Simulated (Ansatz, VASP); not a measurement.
# One calculation of As, two programs

INCAR

```
PREC = Accurate
ENCUT = 520
EDIFF = 1E-6
ISMEAR = -1
SIGMA = 0.1
LREAL = F
LASPH = T
NELM = 80
ALGO = Normal
ISIF = 2
LWAVE = F
LCHARG = T
GGA = RP
LELF = T
LVHAR = T
NBANDS = 12
```

KPOINTS

```
Automatic mesh
0
Gamma
  10 10 10
```

File POSCAR:

```
As
1.0
    0.0000000000      3.2108226883      3.2108226883
    3.2108226883      0.0000000000      3.2108226883
    3.2108226883      3.2108226883      0.0000000000
As
2
Direct
    0.1250000000      0.1250000000      0.1250000000
    0.8750000000      0.8750000000      0.8750000000
```

Input for Ansatz:

```yaml
crystal:
  lattice:
    - [0.0, 3.2108226883, 3.2108226883]
    - [3.2108226883, 0.0, 3.2108226883]
    - [3.2108226883, 3.2108226883, 0.0]
  atoms:
    - { symbol: As, position: [0.125, 0.125, 0.125] }
    - { symbol: As, position: [0.875, 0.875, 0.875] }
hamiltonian:
  xc: rpbe
  pseudopotentials:
    kind: paw
    azcp:
      As: "pseudopotentials/As.paw.azcp"
basis:
  ecutwfc: 420
  fft_grid_basis: typed
kpoints:
  mp_grid: { grid: [10, 10, 10], shift: [0, 0, 0] }
magnetization:
  spin_polarized: false
scf:
  occupations: { method: fermi_dirac, width: 0.1 }
  lower_state_search: "off"
output:
  stress: true
  write_density: true
  write_potential: true
  elf: true
  volumetric_format: npy
```

Alike in both runs: task single point; functional RPBE; k mesh 10 × 10 × 10; occupations fermi-dirac, width 0.1 eV; no spin polarisation.

|  | VASP | Ansatz |
| --- | --- | --- |
| version | VASP 6.6.1 | Ansatz 0.2.0 |
| potentials or method | VASP PAW PBE potentials, release 64 (As), cutoff 520 eV | plane waves (420 eV) with PAW, scalar-relativistic |
| valence electrons in the cell | 10 | 30 |

VASP gave:

* pressure (GPa): -3.9

**Question.** What did Ansatz give for the same quantities?

**Answer.** Pressure (GPa): -4.0.

VASP's potentials were made for PBE, not for RPBE. With one functional, cell and mesh, what is left measures potentials, basis and numerics. VASP's potentials hold 10 valence electrons a cell and Ansatz's 30, so a difference there can come from the potentials and not from the codes.
